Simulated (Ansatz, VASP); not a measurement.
C in VASP and in Ansatz

```
C
1.0
     0.00000    2.44487    0.00000
    -2.11730    1.22243    0.01160
     0.06096    0.00000   10.23871
C
6
Direct
  0.50000 0.99999 0.16266
  0.83336 0.33329 0.81305
  0.16668 0.66664 0.48786
  0.50001 0.99997 0.48776
  0.83334 0.33332 0.16256
  0.16669 0.66662 0.81295
```

Alike in both runs: task single point; functional LDA; k mesh 12 × 12 × 3; occupations gaussian, width 0.05 eV; no spin polarisation.

|  | VASP | Ansatz |
| --- | --- | --- |
| version | VASP 6.6.1 | Ansatz 0.2.0 |
| potentials or method | VASP PAW LDA potentials, release 64 (C), cutoff 520 eV | scalar-relativistic, plane waves, PAW |
| valence electrons in the cell | 24 | 24 |

Ansatz gave:

```
gap on the k mesh at the Fermi level (eV)                     : 0.44
least direct gap on the mesh (eV)                             : 0.44
pressure (GPa)                                                : -0.1
traceless stress, the component that is largest in VASP (GPa) : -0.54
rms of the force components (eV/Å)                            : 0.010
```

Q: Estimate VASP's values.

A: gap on the k mesh at the Fermi level (eV): 0.44; least direct gap on the mesh (eV): 0.44; pressure (GPa): 0.7; traceless stress, the component that is largest in VASP (GPa): -1.47; rms of the force components (eV/Å): 0.011.

LDA's correlation is that of Perdew and Zunger in VASP and of Perdew and Wang (1992) in Ansatz. Atom by atom the forces differ by 0.000 eV/Å (rms over components).
